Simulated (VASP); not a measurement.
ZnS: single point with PBE

The system is ZnS.

```
CELL_PARAMETERS angstrom
0.00000 2.58928 2.58928
2.58928 0.00000 2.58928
2.58928 2.58928 0.00000
ATOMIC_POSITIONS crystal
Zn 0.25000 0.25000 0.25000
S 0.00000 0.00000 0.00000
```

```
Program                : VASP 6.6.1
Task                   : single point
Functional             : PBE
Potentials or basis    : VASP PAW PBE potentials, release 64 (Zn, S)
Cutoff                 : 500 eV
k mesh                 : 6 × 6 × 6
Occupations            : gaussian, width 0.01 eV
Spin                   : no spin polarisation
Dipole correction      : no
Further INCAR settings : ALGO = Normal; EDIFF = 1e-06; NBANDS = 16
```

* Pressure: 14.7 GPa
* Band gap on the k mesh: 2.69 eV, direct

Levels at points of the mesh, in eV from the valence-band top:
| k point | band 7 | band 8 | band 9 | band 10 | band 11 | band 12 |
| --- | --- | --- | --- | --- | --- | --- |
| (0.00, 0.00, 0.00) | 0.00 | 0.00 | 0.00 | 2.69 | 6.27 | 6.27 |
| (0.50, 0.00, 0.00) | -5.99 | -1.07 | -1.07 | 3.54 | 6.81 | 6.81 |
| (0.50, 0.50, 0.00) | -5.08 | -2.72 | -2.72 | 3.08 | 4.00 | 11.96 |

Run time: 16 s on 1 thread of Intel Xeon 8259CL (shared host), peak memory 0.15 GiB.

A k mesh can miss the band edges.
